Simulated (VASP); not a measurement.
Write the native input for VASP 6.6.1 that does the following.

```
Task                   : single point
Functional             : PBEsol
Potentials or basis    : VASP PAW PBE potentials, release 64 (Se, Ca_sv)
Cutoff                 : 520 eV
k mesh                 : 8 × 8 × 8
Occupations            : fermi-dirac, width 0.05 eV
Spin                   : no spin polarisation
Dipole correction      : no
Further INCAR settings : ALGO = Normal; EDIFF = 1e-07; NBANDS = 15
```

The structure of CaSe lies in POSCAR:

```
CaSe
1.0
    0.0000000000      2.9560000000      2.9560000000
    2.9560000000      0.0000000000      2.9560000000
    2.9560000000      2.9560000000      0.0000000000
Se Ca
1 1
Direct
    0.5000000000      0.5000000000      0.5000000000
    0.0000000000      0.0000000000      0.0000000000
```

These files were run (other wordings do the same):

INCAR

```
PREC = Accurate ; ENCUT = 520
EDIFF = 1E-7 ; ISMEAR = -1
SIGMA = 0.05 ; LREAL = F
LASPH = T ; NELM = 60
ALGO = Normal ; ISIF = 2
LWAVE = F ; LCHARG = F
GGA = PS ; NBANDS = 15
```

KPOINTS

```
Automatic mesh
0
Gamma
  8 8 8
```

Potentials or basis: VASP PAW PBE potentials, release 64 (Se, Ca_sv).

Run with:

```console
$ cat potpaw_PBE.64/Se/POTCAR potpaw_PBE.64/Ca_sv/POTCAR > POTCAR
$ mpirun -np 1 vasp_std > vasp.out
```

It gave:

| Property | Result |
| --- | --- |
| Pressure | -0.9 GPa |
| Band gap on the k mesh | 1.92 eV, indirect (least direct gap 2.87 eV) |

Caveat: the PAW data sets were made with another functional, which shifts forces and pressure a little.

Run time: 15 s on 1 thread of Intel(R) Xeon(R) Platinum 8488C (Sapphire Rapids), with other jobs on the host, peak memory 0.18 GiB.
